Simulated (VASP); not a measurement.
# Ge (P6_3/mmc) in VASP: further runs, part 2 of 3

VASP 6.6.1. Earlier steps stand in the parts before.

## 3. Single point, PBEsol

The input, INCAR:

```
SYSTEM = Ge
PREC = Accurate
ENCUT = 520
EDIFF = 1E-6
ISMEAR = 0
SIGMA = 0.1
LREAL = .FALSE.
LASPH = .TRUE.
NELM = 80
ALGO = Normal
ISIF = 2
LWAVE = .FALSE.
LCHARG = .FALSE.
GGA = PS
NBANDS = 36
```

The input, KPOINTS:

```
Automatic mesh
0
G
  12 12 6
  0 0 0
```

The input, POSCAR:

```
Ge
1.0
    3.9969679315      0.0000000000      0.0000000000
   -1.9984839658      3.4614757667      0.0000000000
    0.0000000000      0.0000000000      6.5963649799
Ge
4
Direct
    0.6666666667      0.3333333333      0.0629118514
    0.3333333333      0.6666666667      0.5629118514
    0.6666666667      0.3333333333      0.4370881486
    0.3333333333      0.6666666667      0.9370881486
```

Potentials or basis: VASP PAW PBE potentials, release 64 (Ge_d).

Started as:

```
$ cat potpaw_PBE.64/Ge_d/POTCAR > POTCAR
$ mpirun -np 1 vasp_std > vasp.out
```

OUTCAR:

```text
SYSTEM = Ge
   PREC = Accurate
   ENCUT = 520
   EDIFF = 1E-6
   ISMEAR = 0
   LREAL = .FALSE.
   LASPH = .TRUE.
   NELM = 80
   ISIF = 2
   GGA = PS

 ion  position               nearest neighbor table
   1  0.667  0.333  0.063-   4 2.45   4 2.45   4 2.45   3 2.47
   2  0.333  0.667  0.563-   3 2.45   3 2.45   3 2.45   4 2.47
   3  0.667  0.333  0.437-   2 2.45   2 2.45   2 2.45   1 2.47
   4  0.333  0.667  0.937-   1 2.45   1 2.45   1 2.45   2 2.47

  LATTYP: Found a hexagonal cell.
 ALAT       =     3.9969679315
 C/A-ratio  =     1.6503422326

  Lattice vectors:

 A1 = (   3.9969679315,   0.0000000000,   0.0000000000)
 A2 = (  -1.9984839658,   3.4614757667,   0.0000000000)
 A3 = (   0.0000000000,   0.0000000000,   6.5963649799)

Analysis of symmetry for initial positions (statically):
=====================================================================
 Subroutine PRICEL returns:
 Original cell was already a primitive cell.

 Routine SETGRP: Setting up the symmetry group for a
 hexagonal supercell.

 Subroutine GETGRP returns: Found 24 space group operations
 (whereof 12 operations were pure point group operations)
 out of a pool of 24 trial point group operations.

The static configuration has the point symmetry D_3d.
 The point group associated with its full space group is D_6h.

Analysis of symmetry for dynamics (positions and initial velocities):
=====================================================================
 Subroutine PRICEL returns:
 Original cell was already a primitive cell.

 Routine SETGRP: Setting up the symmetry group for a
 hexagonal supercell.

 Subroutine GETGRP returns: Found 24 space group operations
 (whereof 12 operations were pure point group operations)
 out of a pool of 24 trial point group operations.

The dynamic configuration has the point symmetry D_3d.
 The point group associated with its full space group is D_6h.

 Subroutine INISYM returns: Found 24 space group operations
 (whereof 12 operations are pure point group operations),
 and found     1 'primitive' translations

----------------------------------------------------------------------------------------

                                     Primitive cell

  volume of cell :      91.2634

  direct lattice vectors                    reciprocal lattice vectors
     3.996967931  0.000000000  0.000000000     0.250189648  0.144447061  0.000000000
    -1.998483966  3.461475767  0.000000000     0.000000000  0.288894121  0.000000000
     0.000000000  0.000000000  6.596364980     0.000000000  0.000000000  0.151598646

  length of vectors
     3.996967931  3.996967931  6.596364980     0.288894121  0.288894121  0.151598646

  position of ions in fractional coordinates (direct lattice)
     0.666666667  0.333333333  0.062911851
     0.333333333  0.666666667  0.562911851
     0.666666667  0.333333333  0.437088149
     0.333333333  0.666666667  0.937088149

  ion indices of the primitive-cell ions
   primitive index   ion index
                 1           1
                 2           2
                 3           3
                 4           4

----------------------------------------------------------------------------------------

 KPOINTS: Automatic mesh

Automatic generation of k-mesh.
 Grid dimensions read from file:
 generate k-points for:   12   12    6

 Generating k-lattice:

  Cartesian coordinates                     Fractional coordinates (reciprocal lattice)
     0.020849137  0.012037255  0.000000000     0.083333333  0.000000000  0.000000000
     0.000000000  0.024074510  0.000000000     0.000000000  0.083333333  0.000000000
     0.000000000  0.000000000  0.025266441     0.000000000  0.000000000  0.166666667

  Length of vectors
     0.024074510  0.024074510  0.025266441

  Shift w.r.t. Gamma in fractional coordinates (k-lattice)
     0.000000000  0.000000000  0.000000000

 Subroutine IBZKPT returns following result:
 ===========================================

 Found     76 irreducible k-points:

 Following reciprocal coordinates:
            Coordinates               Weight
  0.000000  0.000000  0.000000      1.000000
  0.083333  0.000000  0.000000      6.000000
  0.166667  0.000000  0.000000      6.000000
  0.250000  0.000000  0.000000      6.000000
  0.333333  0.000000  0.000000      6.000000
  0.416667 -0.000000  0.000000      6.000000
[... 16 lines left out ...]
  0.250000  0.000000  0.166667     12.000000
  0.333333  0.000000  0.166667     12.000000
 [... further k-points ...]
   k-points           NKPTS =     76   k-points in BZ     NKDIM =     76   number of bands    NBANDS=     36
   number of dos      NEDOS =    301   number of ions     NIONS =      4
   total plane-waves  NPLWV =  45000
   dimension x,y,z NGX =    30 NGY =   30 NGZ =   50
   dimension x,y,z NGXF=    60 NGYF=   60 NGZF=  100
   ions per type =               4
   NGX,Y,Z   is equivalent  to a cutoff of  12.48, 12.48, 12.60 a.u.
   NGXF,Y,Z  is equivalent  to a cutoff of  24.96, 24.96, 25.20 a.u.
 SYSTEM =  Ge
   PREC   = accura    normal or accurate (medium, high low for compatibility)
   ISTART =      0    job   : 0-new  1-cont  2-samecut
   ICHARG =      2    charge: 1-file 2-atom 10-const
   ISPIN  =      1    spin polarized calculation?
   LNONCOLLINEAR =      F non collinear calculations
   LSORBIT =      F    spin-orbit coupling
   LASPH  =      T    aspherical Exc in radial PAW
   ENCUT  =  520.0 eV  38.22 Ry    6.18 a.u.   7.43  7.43 12.26*2*pi/ulx,y,z
   NELM   =     80;   NELMIN=  2; NELMDL= -5     # of ELM steps
   EDIFF  = 0.1E-05   stopping-criterion for ELM
   LREAL  =      F    real-space projection
[... 7 lines left out ...]
   TEBEG  =    0.0;   TEEND  =   0.0 temperature during run
   PSTRESS=    0.0 pullay stress
   NELECT =      56.0000    total number of electrons
   NUPDOWN=      -1.0000    fix difference up-down
   EMIN   =  10.00;   EMAX   =-10.00  energy-range for DOS
   EFERMI =   0.00;   METHOD = LEGACY
   ISMEAR =     0;   SIGMA  =   0.10  broadening in eV -4-tet -1-fermi 0-gaus
   EFERMI_NEDOS =   21; number of points for ismear=-14 and -15
   IALGO  =     38    algorithm
   IMIX   =      4    mixing-type and parameters
     AMIX     =   0.40;   BMIX     =  1.00
     AMIX_MAG =   1.60;   BMIX_MAG =  1.00
  volume/ion in A,a.u.               =      22.82       153.97
  Fermi-wavevector in a.u.,A,eV,Ry     =   1.391144  2.628880 26.331090  1.935281
  Thomas-Fermi vector in A             =   2.515011
   LORBIT       =      0    0 simple, 1 ext, 2 COOP (PROOUT), +10 PAW based schemes
   GGA     = PS    functional components
   LHFCALC =     F    Hartree Fock is set to
   AEXX    =    0.0000 exact exchange contribution
   IVDW    =     0    specifies the selected vdW correction
   LEPSILON=     F    determine dielectric tensor
   LRPA    =     F    only Hartree local field effects (RPA)
 non-spin polarized calculation
 Gauss-broadening in eV      SIGMA  =   0.10
  energy-cutoff  :      520.00
  volume of cell :       91.26
 maximum number of plane-waves:      2491
 NGX is ok and might be reduce to    30
   NGX = 15   NGY = 15   NGZ = 25

 number of electron      56.0000054 magnetization

 Free energy of the ion-electron system (eV)
  ---------------------------------------------------
  ext. energy  EPLUGINS =         0.00000000
  ---------------------------------------------------
  free energy    TOTEN  =       -19.68465266 eV

  energy without entropy =      -19.68404933  energy(sigma->0) =      -19.68435099

 E-fermi :   4.8599     XC(G=0): -10.0865

 val. band max:        4.8049359963   @ k =   0.0000   0.0000   0.0000
 cond. band min:       4.9592077493   @ k =   0.0000   0.0000   0.0000
 fundamental gap:      0.1542717530
 Fermi energy:         4.8598689657

 k-point     1 :       0.0000    0.0000    0.0000
  band No.  band energies     occupation
      1     -20.0053      2.00000
      2     -20.0053      2.00000
      3     -19.9672      2.00000
      4     -19.9668      2.00000
      5     -19.9668      2.00000
      6     -19.9540      2.00000
[... 28 lines left out ...]
     35       9.3772      0.00000
     36      10.7815      0.00000

 k-point     2 :       0.0833    0.0000    0.0000
  band No.  band energies     occupation
      1     -20.0101      2.00000
      2     -20.0068      2.00000
      3     -19.9719      2.00000
      4     -19.9694      2.00000
      5     -19.9669      2.00000
      6     -19.9481      2.00000
[... 850 lines left out ...]
 k-point    24 :       0.3333    0.0000    0.1667
  band No.  band energies     occupation
      1     -20.0215      2.00000
      2     -20.0125      2.00000
      3     -19.9959      2.00000
      4     -19.9875      2.00000
      5     -19.9583      2.00000
      6     -19.9277      2.00000
[... 28 lines left out ...]
     35      11.7834      0.00000
     36      12.4558      0.00000

 [... further k-points ...]
[... 5 lines left out ...]
  --------------------------------------------------------------------------------------
  -------------------------------------------------------------------------------------
  Total       -0.0614262     -0.0614262     -0.0809779      0.0000000     -0.0000000      0.0000000
  in kB       -1.0783699     -1.0783699     -1.4216104      0.0000000     -0.0000000      0.0000000
  external PRESSURE =      -1.1927834 kB  Pullay stress =       0.0000000 kB

 VOLUME and BASIS-vectors are now :
 -----------------------------------------------------------------------------
  energy-cutoff  :      520.00
  volume of cell :       91.26
      direct lattice vectors                 reciprocal lattice vectors
     3.996967931  0.000000000  0.000000000     0.250189648  0.144447061  0.000000000
    -1.998483966  3.461475767  0.000000000     0.000000000  0.288894121  0.000000000
     0.000000000  0.000000000  6.596364980     0.000000000  0.000000000  0.151598646

 POSITION                                       TOTAL-FORCE (eV/Angst)
 -----------------------------------------------------------------------------------
      1.99848      1.15383      0.41499        -0.000000     -0.000000     -0.004817
     -0.00000      2.30765      3.71317         0.000000     -0.000000     -0.004817
      1.99848      1.15383      2.88319        -0.000000      0.000000      0.004817
     -0.00000      2.30765      6.18138         0.000000     -0.000000      0.004817
 -----------------------------------------------------------------------------------
    total drift:                               -0.000000      0.000000     -0.000000

  FREE ENERGIE OF THE ION-ELECTRON SYSTEM (eV)
  ---------------------------------------------------
  free  energy   TOTEN  =       -19.6846526614 eV

  energy  without entropy=      -19.6840493270  energy(sigma->0) =      -19.68435099
```

It took 3.2 min on 1 thread of AMD EPYC 7R43 (Zen 3), shared host; peak memory 0.27 GiB.

What came out:

```
Free energy            : -19.6847 eV
Pressure               : -0.1 GPa
Largest force          : 0.005 eV/Å
Band gap on the k mesh : zero (bands 28 and 29 overlap by 0.01 eV)
```

Forces in eV/Å, atoms in the order of the input:
```
Ge   0.000  0.000 -0.005
Ge   0.000  0.000 -0.005
Ge   0.000  0.000  0.005
Ge   0.000  0.000  0.005
```

Caveat: semilocal functionals underestimate gaps, and a narrow one can read as zero; the PAW data sets were made with another functional, which shifts forces and pressure a little.

(Continued in part 3 of 3.)

The gap in the log of VASP goes by the Fermi energy; the results here count the filled bands.